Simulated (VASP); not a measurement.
Input of a VASP 6.6.1 run:

The input INCAR:

```
PREC = Accurate
ENCUT = 520
EDIFF = 1E-6
ISMEAR = 0
SIGMA = 0.15
LREAL = F
LASPH = T
NELM = 150
ALGO = Normal
ISIF = 2
LWAVE = F
LCHARG = F
ISPIN = 2
MAGMOM = 1.925 0 0
LORBIT = 11
NUPDOWN = 1.925
LMAXMIX = 4
GGA = PS
NBANDS = 20
```

Contents of KPOINTS:

```
regular mesh
0
Gamma
  14 14 14
```

POSCAR

```
CoSi2
1.0
    0.0000000000      2.5455130630      2.5455130630
    2.5455130630      0.0000000000      2.5455130630
    2.5455130630      2.5455130630      0.0000000000
Co Si
1 2
Direct
    0.0000000000      0.0000000000      0.0000000000
    0.2500000000      0.2500000000      0.2500000000
    0.7500000000      0.7500000000      0.7500000000
```

Potentials or basis: VASP PAW PBE potentials, release 64 (Co, Si).

Run with:

```bash
$ cat potpaw_PBE.64/Co/POTCAR potpaw_PBE.64/Si/POTCAR > POTCAR
$ mpirun -np 1 vasp_std > vasp.out
```

**Question.** Predict the pressure.

**Answer.** 48.7 GPa.

Caveat: the cell stands under pressure; the PAW data sets were made with another functional, which shifts forces and pressure a little; the total moment is fixed, so each spin has its own Fermi level.
